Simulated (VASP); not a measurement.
A run of VASP 6.6.1 is set up as follows.

File INCAR:

```
ALGO = Normal
EDIFF = 1E-6
ENCUT = 520
GGA = PE
ISIF = 2
ISMEAR = 0
IVDW = 12
LASPH = T
LCHARG = F
LREAL = F
LWAVE = F
NBANDS = 11
NELM = 60
PREC = Accurate
SIGMA = 0.03
```

Contents of KPOINTS:

```
k-points
0
Gamma
  18 18 18
```

File POSCAR:

```
C
1.0
    0.0000000000      1.9991241255      3.6485250398
    1.3237171229      0.0000000000      3.6485250398
    1.3237171229      1.9991241255      0.0000000000
C
2
Direct
    0.1666966007      0.8333033993      0.1666966007
    0.8333033993      0.1666966007      0.8333033993
```

Potentials or basis: VASP PAW PBE potentials, release 64 (C).

Launch:

```sh
$ cat potpaw_PBE.64/C/POTCAR > POTCAR
$ mpirun -np 1 vasp_std > vasp.out
```

(1) What does it give for the dispersion energy per atom?

(2) Predict the pressure.

(3) What does it give for the largest force?

Results:

(1) -0.139 eV.

(2) 2.8 GPa.

(3) 2.103 eV/Å.

Caveat: forces of over 1 eV/Å act on the atoms, so gaps and moduli don't describe the material at rest.
